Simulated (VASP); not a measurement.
# Cs (I4/mmm) in VASP: further runs

Cs is run at these levels: PBE; tasks: single point.

Program: VASP 6.6.1. These are calculated values, not measurements. Logs are shortened: lines on timing, memory, paths and dates and some standing lists are left out, and cuts for length are marked.

## 1. The cell of the first run

It takes space group I4/mmm (No. 139, tetragonal). Conventional cell: a = 6.045 Å, b = 6.045 Å, c = 6.105 Å, α = 90.00°, β = 90.00°, γ = 90.00°.

## 2. Single point, PBE (strain +0.0100 x Voigt [0, 1, 0, 0, 0, 0])

The input, INCAR:

```
SYSTEM = Cs
  PREC = Accurate
  ENCUT = 520
  EDIFF = 1E-7
  ISMEAR = 0
  SIGMA = 0.15
  LREAL = .FALSE.
  LASPH = .TRUE.
  NELM = 100
  ALGO = Fast
  ISIF = 2
  LWAVE = .FALSE.
  LCHARG = .FALSE.
  GGA = PE
  NBANDS = 10
```

The input, KPOINTS:

```
regular mesh
0
G
  12 12 12
  0 0 0
```

The input, POSCAR:

```
Cs
1.0
   -3.0225000000      3.0527250000      3.0225000000
    3.0225000000     -3.0527250000      3.0225000000
    3.0225000000      3.0527250000     -3.0225000000
Cs
1
Direct
    0.0000000000      0.0000000000      0.0000000000
```

Potentials or basis: VASP PAW PBE potentials, release 64 (Cs_sv).

Command:

```
cat potpaw_PBE.64/Cs_sv/POTCAR > POTCAR
mpirun -np 1 vasp_std > vasp.out
```

OUTCAR:

```text
SYSTEM = Cs
   PREC = Accurate
   ENCUT = 520
   EDIFF = 1E-7
   ISMEAR = 0
   LREAL = .FALSE.
   LASPH = .TRUE.
   NELM = 100
   ISIF = 2
   GGA = PE

 ion  position               nearest neighbor table
   1  0.000  0.000  0.000-

  LATTYP: Found a body centered tetragonal cell.
 ALAT       =     6.0450000000
 C/A-ratio  =     1.0100000000

  Lattice vectors:

 A1 = (  -3.0225000000,  -3.0527250000,   3.0225000000)
 A2 = (   3.0225000000,  -3.0527250000,  -3.0225000000)
 A3 = (   3.0225000000,   3.0527250000,   3.0225000000)

Analysis of symmetry for initial positions (statically):
=====================================================================
 Subroutine PRICEL returns:
 Original cell was already a primitive cell.

 Routine SETGRP: Setting up the symmetry group for a
 body centered tetragonal supercell.

 Subroutine GETGRP returns: Found 16 space group operations
 (whereof 16 operations were pure point group operations)
 out of a pool of 16 trial point group operations.

The static configuration has the point symmetry D_4h.

Analysis of symmetry for dynamics (positions and initial velocities):
=====================================================================
 Subroutine PRICEL returns:
 Original cell was already a primitive cell.

 Routine SETGRP: Setting up the symmetry group for a
 body centered tetragonal supercell.

 Subroutine GETGRP returns: Found 16 space group operations
 (whereof 16 operations were pure point group operations)
 out of a pool of 16 trial point group operations.

The dynamic configuration has the point symmetry D_4h.

 Subroutine INISYM returns: Found 16 space group operations
 (whereof 16 operations are pure point group operations),
 and found     1 'primitive' translations

----------------------------------------------------------------------------------------

                                     Primitive cell

  volume of cell :     111.5528

  direct lattice vectors                    reciprocal lattice vectors
    -3.022500000  3.052725000  3.022500000     0.000000000  0.163788091  0.165425972
     3.022500000 -3.052725000  3.022500000     0.165425972  0.000000000  0.165425972
     3.022500000  3.052725000 -3.022500000     0.165425972  0.163788091  0.000000000

  length of vectors
     5.252631952  5.252631952  5.252631952     0.232792377  0.233947653  0.232792377

  position of ions in fractional coordinates (direct lattice)
     0.000000000  0.000000000  0.000000000

  ion indices of the primitive-cell ions
   primitive index   ion index
                 1           1

----------------------------------------------------------------------------------------

 KPOINTS: regular mesh

Automatic generation of k-mesh.
 Grid dimensions read from file:
 generate k-points for:   12   12   12

 Generating k-lattice:

  Cartesian coordinates                     Fractional coordinates (reciprocal lattice)
     0.000000000  0.013649008  0.013785498     0.083333333 -0.000000000  0.000000000
     0.013785498  0.000000000  0.013785498     0.000000000  0.083333333  0.000000000
     0.013785498  0.013649008  0.000000000     0.000000000 -0.000000000  0.083333333

  Length of vectors
     0.019399365  0.019495638  0.019399365

  Shift w.r.t. Gamma in fractional coordinates (k-lattice)
     0.000000000  0.000000000  0.000000000

 Subroutine IBZKPT returns following result:
 ===========================================

 Found    163 irreducible k-points:

 Following reciprocal coordinates:
            Coordinates               Weight
  0.000000  0.000000  0.000000      1.000000
  0.083333  0.000000  0.000000      8.000000
  0.166667  0.000000  0.000000      8.000000
  0.250000  0.000000  0.000000      8.000000
  0.333333  0.000000  0.000000      8.000000
  0.416667  0.000000 -0.000000      8.000000
[... 16 lines left out ...]
  0.333333  0.166667  0.000000     16.000000
  0.416667  0.166667 -0.000000     16.000000
 [... further k-points ...]
   k-points           NKPTS =    163   k-points in BZ     NKDIM =    163   number of bands    NBANDS=     10
   number of dos      NEDOS =    301   number of ions     NIONS =      1
   total plane-waves  NPLWV =  64000
   dimension x,y,z NGX =    40 NGY =   40 NGZ =   40
   dimension x,y,z NGXF=    80 NGYF=   80 NGZF=   80
   ions per type =               1
   NGX,Y,Z   is equivalent  to a cutoff of  12.66, 12.66, 12.66 a.u.
   NGXF,Y,Z  is equivalent  to a cutoff of  25.32, 25.32, 25.32 a.u.
 SYSTEM =  Cs
   PREC   = accura    normal or accurate (medium, high low for compatibility)
   ISTART =      0    job   : 0-new  1-cont  2-samecut
   ICHARG =      2    charge: 1-file 2-atom 10-const
   ISPIN  =      1    spin polarized calculation?
   LNONCOLLINEAR =      F non collinear calculations
   LSORBIT =      F    spin-orbit coupling
   LASPH  =      T    aspherical Exc in radial PAW
   ENCUT  =  520.0 eV  38.22 Ry    6.18 a.u.   9.77  9.77  9.77*2*pi/ulx,y,z
   NELM   =    100;   NELMIN=  2; NELMDL= -5     # of ELM steps
   EDIFF  = 0.1E-06   stopping-criterion for ELM
   LREAL  =      F    real-space projection
   EDIFFG = 0.1E-05   stopping-criterion for IOM
   NSW    =      0    number of steps for IOM
   IBRION =     -1    ionic relax: 0-MD 1-quasi-New 2-CG
   NFREE  =      0    steps in history (QN), initial steepest desc. (CG)
   ISIF   =      2    stress and relaxation
   ISYM   =      2    0-nonsym 1-usesym 2-fastsym
   POTIM  = 0.5000    time-step for ionic-motion
   TEBEG  =    0.0;   TEEND  =   0.0 temperature during run
   PSTRESS=    0.0 pullay stress
   NELECT =       9.0000    total number of electrons
   NUPDOWN=      -1.0000    fix difference up-down
   EMIN   =  10.00;   EMAX   =-10.00  energy-range for DOS
   EFERMI =   0.00;   METHOD = LEGACY
   ISMEAR =     0;   SIGMA  =   0.15  broadening in eV -4-tet -1-fermi 0-gaus
   EFERMI_NEDOS =   21; number of points for ismear=-14 and -15
   IALGO  =     68    algorithm
   IMIX   =      4    mixing-type and parameters
     AMIX     =   0.40;   BMIX     =  1.00
     AMIX_MAG =   1.60;   BMIX_MAG =  1.00
  volume/ion in A,a.u.               =     111.55       752.80
  Fermi-wavevector in a.u.,A,eV,Ry     =   0.707395  1.336783  6.808468  0.500408
  Thomas-Fermi vector in A             =   1.793432
   LORBIT       =      0    0 simple, 1 ext, 2 COOP (PROOUT), +10 PAW based schemes
   GGA     = PE    functional components
   LHFCALC =     F    Hartree Fock is set to
   AEXX    =    0.0000 exact exchange contribution
   IVDW    =     0    specifies the selected vdW correction
   LEPSILON=     F    determine dielectric tensor
   LRPA    =     F    only Hartree local field effects (RPA)
 non-spin polarized calculation
 RMM-DIIS sequential band-by-band and
 Gauss-broadening in eV      SIGMA  =   0.15
  energy-cutoff  :      520.00
  volume of cell :      111.55
 maximum number of plane-waves:      3043
   NGX = 19   NGY = 19   NGZ = 19

 number of electron       8.9999999 magnetization

 Free energy of the ion-electron system (eV)
  ---------------------------------------------------
  ext. energy  EPLUGINS =         0.00000000
  ---------------------------------------------------
  free energy    TOTEN  =        -0.85556383 eV

  energy without entropy =       -0.83928988  energy(sigma->0) =       -0.84742685

 E-fermi :   0.5308     XC(G=0):  -5.4840

 val. band max:        0.4996999662   @ k =   0.0833   0.3333   0.0833
 cond. band min:       0.5376564514   @ k =   0.4167  -0.3333   0.1667
 fundamental gap:      0.0379564852
 Fermi energy:         0.5307756521

 k-point     1 :       0.0000    0.0000    0.0000
  band No.  band energies     occupation
      1     -23.3101      2.00000
      2     -10.0483      2.00000
      3     -10.0482      2.00000
      4     -10.0482      2.00000
      5      -1.1779      2.00000
      6       3.0287      0.00000
      7       3.0287      0.00000
      8       3.0706      0.00000
      9       3.8916      0.00000
     10       3.9518      0.00000

 k-point     2 :       0.0833    0.0000    0.0000
  band No.  band energies     occupation
      1     -23.3095      2.00000
      2     -10.0589      2.00000
      3     -10.0516      2.00000
      4     -10.0482      2.00000
      5      -1.0988      2.00000
      6       2.9579      0.00000
      7       2.9611      0.00000
      8       3.1313      0.00000
      9       3.7652      0.00000
     10       3.9232      0.00000

 k-point     3 :       0.1667    0.0000    0.0000
  band No.  band energies     occupation
      1     -23.3081      2.00000
      2     -10.0876      2.00000
      3     -10.0608      2.00000
      4     -10.0482      2.00000
      5      -0.8695      2.00000
      6       2.6735      0.00000
      7       2.7604      0.00000
      8       3.3657      0.00000
      9       3.6756      0.00000
     10       3.9000      0.00000

 k-point     4 :       0.2500    0.0000    0.0000
  band No.  band energies     occupation
      1     -23.3062      2.00000
      2     -10.1260      2.00000
      3     -10.0733      2.00000
      4     -10.0482      2.00000
      5      -0.5153      2.00000
      6       2.2652      0.00000
      7       2.5359      0.00000
      8       3.7504      0.00000
      9       3.7530      0.00000
     10       3.9268      0.00000
[... 222 lines left out ...]
 k-point    22 :       0.2500    0.1667   -0.0000
  band No.  band energies     occupation
      1     -23.3035      2.00000
      2     -10.1645      2.00000
      3     -10.0928      2.00000
      4     -10.0596      2.00000
      5       0.1224      1.99988
      6       1.8425      0.00000
      7       2.1892      0.00000
      8       3.6682      0.00000
      9       4.2109      0.00000
     10       4.3927      0.00000

 k-point    23 :       0.3333    0.1667    0.0000
  band No.  band energies     occupation
      1     -23.3023      2.00000
      2     -10.1814      2.00000
      3     -10.1064      2.00000
      4     -10.0603      2.00000
      5       0.5586      0.79273
      6       1.5665      0.00000
      7       2.0691      0.00000
      8       3.6711      0.00000
      9       4.2313      0.00000
     10       4.7209      0.00000

 k-point    24 :       0.4167    0.1667   -0.0000
  band No.  band energies     occupation
      1     -23.3019      2.00000
      2     -10.1872      2.00000
      3     -10.1117      2.00000
      4     -10.0604      2.00000
      5       0.7994      0.01134
      6       1.4078      0.00000
      7       2.0213      0.00000
      8       3.6047      0.00000
      9       4.3320      0.00000
     10       4.7541      0.00000

 [... further k-points ...]

------------------------ aborting loop because EDIFF is reached ----------------------------------------

  FORCE on cell =-STRESS in cart. coord.  units (eV):
  Direction    XX          YY          ZZ          XY          YZ          ZX
  --------------------------------------------------------------------------------------
  -------------------------------------------------------------------------------------
  Total        0.0652354      0.0636952      0.0652354      0.0000000      0.0000000      0.0000000
  in kB        0.9369440      0.9148230      0.9369440      0.0000000      0.0000000      0.0000000
  external PRESSURE =       0.9295703 kB  Pullay stress =       0.0000000 kB

 VOLUME and BASIS-vectors are now :
 -----------------------------------------------------------------------------
  energy-cutoff  :      520.00
  volume of cell :      111.55
      direct lattice vectors                 reciprocal lattice vectors
    -3.022500000  3.052725000  3.022500000     0.000000000  0.163788091  0.165425972
     3.022500000 -3.052725000  3.022500000     0.165425972  0.000000000  0.165425972
     3.022500000  3.052725000 -3.022500000     0.165425972  0.163788091  0.000000000

 POSITION                                       TOTAL-FORCE (eV/Angst)
 -----------------------------------------------------------------------------------
      0.00000      0.00000      0.00000         0.000000      0.000000     -0.000000
 -----------------------------------------------------------------------------------
    total drift:                               -0.000000     -0.000000     -0.000000

  FREE ENERGIE OF THE ION-ELECTRON SYSTEM (eV)
  ---------------------------------------------------
  free  energy   TOTEN  =        -0.8555638258 eV

  energy  without entropy=       -0.8392898836  energy(sigma->0) =       -0.84742685
```

It took 2.8 min on 1 thread of Oxide Virtual Turin-like, shared host; peak memory 0.31 GiB.

Results:

| Property | Result |
| --- | --- |
| Free energy | -0.8556 eV |
| Pressure | 0.1 GPa |
| Band gap on the k mesh | zero (an odd number of electrons rules out a gap without spin polarisation) |

Levels at points of the mesh, in eV from the Fermi level:
```
           k point  band 1  band 2  band 3  band 4  band 5  band 6  band 7  band 8  band 9
(0.00, 0.00, 0.00)  -23.84  -10.58  -10.58  -10.58   -1.71    2.50    2.50    2.54    3.36
(0.50, 0.00, 0.00)  -23.83  -10.73  -10.63  -10.58    0.02    0.90    1.66    3.22    3.85
(0.00, 0.50, 0.00)  -23.83  -10.73  -10.63  -10.58    0.03    0.92    1.61    3.27    3.88
(0.50, 0.50, 0.50)  -23.83  -10.69  -10.69  -10.69    0.61    0.63    3.04    3.12    3.12
```

Caveat: the cell differs from its parent crystal (strain +0.0100 x Voigt [0, 1, 0, 0, 0, 0]); spin-orbit coupling is left out, which moves the levels of the heavy elements.

[end of part 1 of 2]

The gap in the log of VASP goes by the Fermi energy; the results here count the filled bands.